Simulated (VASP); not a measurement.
# LaGe2Pb2 (P4/mbm) in VASP: a series of runs, part 2 of 2

VASP 6.6.1. The steps go on from the part before.

## (3) Single point, PBE

Contents of INCAR:

```
SYSTEM = LaGe2Pb2
PREC = Accurate
ENCUT = 520
EDIFF = 1E-6
ISMEAR = 1
SIGMA = 0.1913
LREAL = .False.
LASPH = .True.
NELM = 60
ALGO = Normal
ISIF = 2
LWAVE = .False.
LCHARG = .False.
GGA = PE
NBANDS = 78
```

Contents of KPOINTS:

```
Automatic mesh
0
Gamma
  3 3 4
  0.5 0.5 0.5
```

Contents of POSCAR:

```
LaGe2Pb2
1.0
    7.0707960000      0.0000000000      0.0000000000
    0.0000000000      7.0707960000      0.0000000000
    0.0000000000      0.0000000000      5.1816290000
La Ge Pb
2 4 4
Direct
    0.0000000000      0.0000000000      0.0000000000
    0.5000000000      0.5000000000      0.0000000000
    0.3613000000      0.8613000000      0.5000000000
    0.1387000000      0.3613000000      0.5000000000
    0.6387000000      0.1387000000      0.5000000000
    0.8613000000      0.6387000000      0.5000000000
    0.1601000000      0.6601000000      0.5000000000
    0.3399000000      0.1601000000      0.5000000000
    0.8399000000      0.3399000000      0.5000000000
    0.6601000000      0.8399000000      0.5000000000
```

Potentials or basis: VASP PAW PBE potentials, release 64 (La, Ge_d, Pb_d).

Command:

```
$ cat potpaw_PBE.64/La/POTCAR potpaw_PBE.64/Ge_d/POTCAR potpaw_PBE.64/Pb_d/POTCAR > POTCAR
$ mpirun -np 1 vasp_std > vasp.out
```

OUTCAR:

```text
SYSTEM = LaGe2Pb2
   PREC = Accurate
   ENCUT = 520
   EDIFF = 1E-6
   ISMEAR = 1
   LREAL = .False.
   LASPH = .True.
   NELM = 60
   ISIF = 2
   GGA = PE

 ion  position               nearest neighbor table
   1  0.000  0.000  0.000-   7 3.71   8 3.71   9 3.71  10 3.71   7 3.71   8 3.71   9 3.71  10 3.71

   2  0.500  0.500  0.000-   7 3.71   8 3.71   9 3.71  10 3.71   7 3.71   8 3.71   9 3.71  10 3.71

   3  0.361  0.861  0.500-   7 2.01   8 2.12  10 2.12   5 2.77
   4  0.139  0.361  0.500-   8 2.01   7 2.12   9 2.12   6 2.77
   5  0.639  0.139  0.500-   9 2.01   8 2.12  10 2.12   3 2.77
   6  0.861  0.639  0.500-  10 2.01   9 2.12   7 2.12   4 2.77
   7  0.160  0.660  0.500-   3 2.01   4 2.12   6 2.12   9 3.20   1 3.71   2 3.71   1 3.71   2 3.71
                             8 3.76  10 3.76   8 3.76  10 3.76
   8  0.340  0.160  0.500-   4 2.01   3 2.12   5 2.12  10 3.20   1 3.71   2 3.71   1 3.71   2 3.71
                             9 3.76   7 3.76   7 3.76   9 3.76
   9  0.840  0.340  0.500-   5 2.01   4 2.12   6 2.12   7 3.20   1 3.71   2 3.71   1 3.71   2 3.71
                             8 3.76  10 3.76  10 3.76   8 3.76
  10  0.660  0.840  0.500-   6 2.01   5 2.12   3 2.12   8 3.20   1 3.71   2 3.71   1 3.71   2 3.71
                             7 3.76   9 3.76   9 3.76   7 3.76

  LATTYP: Found a simple tetragonal cell.
 ALAT       =     7.0707960000
 C/A-ratio  =     0.7328211703

  Lattice vectors:

 A1 = (   7.0707960000,   0.0000000000,   0.0000000000)
 A2 = (   0.0000000000,   7.0707960000,   0.0000000000)
 A3 = (   0.0000000000,   0.0000000000,   5.1816290000)

Analysis of symmetry for initial positions (statically):
=====================================================================
 Subroutine PRICEL returns:
 Original cell was already a primitive cell.

 Routine SETGRP: Setting up the symmetry group for a
 simple tetragonal supercell.

 Subroutine GETGRP returns: Found 16 space group operations
 (whereof  8 operations were pure point group operations)
 out of a pool of 16 trial point group operations.

The static configuration has the point symmetry C_4h.
 The point group associated with its full space group is D_4h.
[... 141 lines left out ...]
   LRPA    =     F    only Hartree local field effects (RPA)
 non-spin polarized calculation
 Methfessel and Paxton  Order N= 1 SIGMA  =   0.19
  energy-cutoff  :      520.00
  volume of cell :      259.06
 maximum number of plane-waves:      6992
 NGX is ok and might be reduce to    54
   NGX = 27   NGY = 27   NGZ = 19

 number of electron     134.0000090 magnetization

 Free energy of the ion-electron system (eV)
  ---------------------------------------------------
  ext. energy  EPLUGINS =         0.00000000
  ---------------------------------------------------
  free energy    TOTEN  =        -3.67025791 eV

  energy without entropy =       -3.67993756  energy(sigma->0) =       -3.67348446

 E-fermi :   8.7192     XC(G=0): -10.0501

 val. band max:        8.6387303678   @ k =   0.1667   0.1667   0.1250
 cond. band min:       8.8189929037   @ k =   0.1667   0.1667   0.3750
 fundamental gap:      0.1802625359
 Fermi energy:         8.7191593963

 k-point     1 :       0.1667    0.1667    0.1250
  band No.  band energies     occupation
      1     -25.3797      2.00000
      2     -25.3774      2.00000
      3     -18.6019      2.00000
      4     -18.3982      2.00000
      5     -18.3920      2.00000
      6     -18.3427      2.00000
[... 475 lines left out ...]
     77       9.5705     -0.00000
     78       9.5727     -0.00000

------------------------ aborting loop because EDIFF is reached ----------------------------------------

  FORCE on cell =-STRESS in cart. coord.  units (eV):
  Direction    XX          YY          ZZ          XY          YZ          ZX
  --------------------------------------------------------------------------------------
  -------------------------------------------------------------------------------------
  Total      168.6544975    168.6544975    -10.0514364      0.0000000     -0.0000000     -0.0000000
  in kB     1043.0510862   1043.0510862    -62.1635460      0.0000000     -0.0000000     -0.0000000
  external PRESSURE =     674.6462088 kB  Pullay stress =       0.0000000 kB

 VOLUME and BASIS-vectors are now :
 -----------------------------------------------------------------------------
  energy-cutoff  :      520.00
  volume of cell :      259.06
      direct lattice vectors                 reciprocal lattice vectors
     7.070796000  0.000000000  0.000000000     0.141426793  0.000000000  0.000000000
     0.000000000  7.070796000  0.000000000     0.000000000  0.141426793  0.000000000
     0.000000000  0.000000000  5.181629000     0.000000000  0.000000000  0.192989502

 POSITION                                       TOTAL-FORCE (eV/Angst)
 -----------------------------------------------------------------------------------
      0.00000      0.00000      0.00000         0.000000     -0.000000     -0.000000
      3.53540      3.53540      0.00000         0.000000     -0.000000     -0.000000
      2.55468      6.09008      2.59081         0.253805      0.253805      0.000000
      0.98072      2.55468      2.59081        -0.253805      0.253805      0.000000
      4.51612      0.98072      2.59081        -0.253805     -0.253805     -0.000000
      6.09008      4.51612      2.59081         0.253805     -0.253805     -0.000000
      1.13203      4.66743      2.59081         0.750654      0.750654     -0.000000
      2.40336      1.13203      2.59081        -0.750654      0.750654     -0.000000
      5.93876      2.40336      2.59081        -0.750654     -0.750654     -0.000000
      4.66743      5.93876      2.59081         0.750654     -0.750654      0.000000
 -----------------------------------------------------------------------------------
    total drift:                                0.000000     -0.000000     -0.000000

  FREE ENERGIE OF THE ION-ELECTRON SYSTEM (eV)
  ---------------------------------------------------
  free  energy   TOTEN  =        -3.6702579122 eV

  energy  without entropy=       -3.6799375634  energy(sigma->0) =       -3.67348446
```

It took 6.6 min on 1 thread of Oxide Virtual Turin-like, shared host; peak memory 0.36 GiB.

What came out:

- Free energy: -3.6703 eV
- Pressure: 67.5 GPa
- Largest force: 1.062 eV/Å
- Band gap on the k mesh: zero (band 67 reaches 8.90 eV, above the bottom of band 68 at 8.28 eV)

Forces in eV/Å, atoms in the order of the input:
```
La   0.000  0.000  0.000
La   0.000  0.000  0.000
Ge   0.254  0.254  0.000
Ge  -0.254  0.254  0.000
Ge  -0.254 -0.254  0.000
Ge   0.254 -0.254  0.000
Pb   0.751  0.751  0.000
Pb  -0.751  0.751  0.000
Pb  -0.751 -0.751  0.000
Pb   0.751 -0.751  0.000
```

Caveat: spin-orbit coupling is left out, which moves the levels of the heavy elements; forces of over 1 eV/Å act on the atoms, so gaps and moduli don't describe the material at rest.

## (4) Single point, PBEsol

Contents of INCAR:

```
SYSTEM = LaGe2Pb2
PREC = Accurate
ENCUT = 520
EDIFF = 1E-6
ISMEAR = 1
SIGMA = 0.1913
LREAL = .FALSE.
LASPH = .TRUE.
NELM = 80
ALGO = Normal
ISIF = 2
LWAVE = .FALSE.
LCHARG = .TRUE.
GGA = PS
LELF = .TRUE.
LVHAR = .TRUE.
NBANDS = 78
```

Contents of KPOINTS:

```
regular mesh
0
G
  3 3 4
  0 0 0
```

POSCAR is that of step 3.

Potentials or basis: VASP PAW PBE potentials, release 64 (La, Ge_d, Pb_d).

Command:

```
$ cat potpaw_PBE.64/La/POTCAR potpaw_PBE.64/Ge_d/POTCAR potpaw_PBE.64/Pb_d/POTCAR > POTCAR
$ mpirun -np 1 vasp_std > vasp.out
```

OUTCAR:

```text
SYSTEM = LaGe2Pb2
   PREC = Accurate
   ENCUT = 520
   EDIFF = 1E-6
   ISMEAR = 1
   LREAL = .FALSE.
   LASPH = .TRUE.
   NELM = 80
   ISIF = 2
   GGA = PS

 ion  position               nearest neighbor table
   1  0.000  0.000  0.000-   7 3.71   8 3.71   9 3.71  10 3.71   7 3.71   8 3.71   9 3.71  10 3.71

   2  0.500  0.500  0.000-   7 3.71   8 3.71   9 3.71  10 3.71   7 3.71   8 3.71   9 3.71  10 3.71

   3  0.361  0.861  0.500-   7 2.01   8 2.12  10 2.12   5 2.77
   4  0.139  0.361  0.500-   8 2.01   7 2.12   9 2.12   6 2.77
   5  0.639  0.139  0.500-   9 2.01   8 2.12  10 2.12   3 2.77
   6  0.861  0.639  0.500-  10 2.01   9 2.12   7 2.12   4 2.77
   7  0.160  0.660  0.500-   3 2.01   4 2.12   6 2.12   9 3.20   1 3.71   2 3.71   1 3.71   2 3.71
[... 940 lines left out ...]

 VOLUME and BASIS-vectors are now :
 -----------------------------------------------------------------------------
  energy-cutoff  :      520.00
  volume of cell :      259.06
      direct lattice vectors                 reciprocal lattice vectors
     7.070796000  0.000000000  0.000000000     0.141426793  0.000000000  0.000000000
     0.000000000  7.070796000  0.000000000     0.000000000  0.141426793  0.000000000
     0.000000000  0.000000000  5.181629000     0.000000000  0.000000000  0.192989502

 POSITION                                       TOTAL-FORCE (eV/Angst)
 -----------------------------------------------------------------------------------
      0.00000      0.00000      0.00000         0.000000     -0.000000      0.000000
      3.53540      3.53540      0.00000         0.000000     -0.000000      0.000000
      2.55468      6.09008      2.59081         0.385916      0.385916     -0.000000
      0.98072      2.55468      2.59081        -0.385916      0.385916      0.000000
      4.51612      0.98072      2.59081        -0.385916     -0.385916      0.000000
      6.09008      4.51612      2.59081         0.385916     -0.385916     -0.000000
      1.13203      4.66743      2.59081         0.610062      0.610062      0.000000
      2.40336      1.13203      2.59081        -0.610062      0.610062     -0.000000
      5.93876      2.40336      2.59081        -0.610062     -0.610062      0.000000
      4.66743      5.93876      2.59081         0.610062     -0.610062      0.000000
 -----------------------------------------------------------------------------------
    total drift:                                0.000000     -0.000000     -0.000000

  FREE ENERGIE OF THE ION-ELECTRON SYSTEM (eV)
  ---------------------------------------------------
  free  energy   TOTEN  =       -10.5294649500 eV

  energy  without entropy=      -10.5338565338  energy(sigma->0) =      -10.53092881
```

stdout:

```text
POSCAR found type information on POSCAR LaGePb
 POSCAR found :  3 types and      10 ions
 scaLAPACK will be used
 -----------------------------------------------------------------------------
|                                                                             |
|                                                                             |
|     You enforced a specific xc type in the INCAR file but a different       |
|     I HOPE YOU KNOW WHAT YOU ARE DOING!                                     |
|                                                                             |
 -----------------------------------------------------------------------------

 LDA part: xc-table for (Slater+PW92), standard interpolation
 POSCAR, INCAR and KPOINTS ok, starting setup
 FFT: planning ... GRIDC
 FFT: planning ... GRID_SOFT
 FFT: planning ... GRID
 WAVECAR not read
 entering main loop
```

Wall time 7.1 min (1 thread of Oxide Virtual Turin-like, shared host); peak memory 0.39 GiB.

Results:

```yaml
Free_energy: -10.5295 eV
Pressure: 63.0 GPa
Largest_force: 0.863 eV/Å
Band_gap_on_the_k_mesh: zero (band 67 reaches 8.86 eV, above the bottom of band 68 at 8.28 eV)
```

Forces in eV/Å, atoms in the order of the input:
```
La   0.000  0.000  0.000
La   0.000  0.000  0.000
Ge   0.386  0.386  0.000
Ge  -0.386  0.386  0.000
Ge  -0.386 -0.386  0.000
Ge   0.386 -0.386  0.000
Pb   0.610  0.610  0.000
Pb  -0.610  0.610  0.000
Pb  -0.610 -0.610  0.000
Pb   0.610 -0.610  0.000
```

Caveat: the PAW data sets were made with another functional, which shifts forces and pressure a little; spin-orbit coupling is left out, which moves the levels of the heavy elements.

## (5) The runs side by side

| level | k mesh | gap on the mesh (eV) | pressure (GPa) | largest force (eV/Å) |
| --- | --- | --- | --- | --- |
| PBE | 3 × 3 × 4 | none | 67.1 | 0.96 |
| PBE | 3 × 3 × 4, shifted | none | 67.5 | 1.06 |
| PBEsol | 3 × 3 × 4 | none | 63.0 | 0.86 |

Alike in all rows: task single point; potentials or basis VASP PAW PBE potentials, release 64 (La, Ge_d, Pb_d); no spin polarisation; cell as given; cutoff (eV) 520; smearing methfessel-paxton 0.1913 eV.

Every run on the cell as given and a fine mesh finds a metal. The pressure there spans 63.0 GPa (PBEsol) to 67.5 GPa (PBE); a positive pressure means that this level wants a larger cell, a negative one a smaller.

Caveats: spin-orbit coupling is left out, which moves the levels of the heavy elements; forces of over 1 eV/Å act on the atoms, so gaps and moduli don't describe the material at rest (some runs); the PAW data sets were made with another functional, which shifts forces and pressure a little (some runs).

Absolute energies hang on the potentials; compare differences alone.
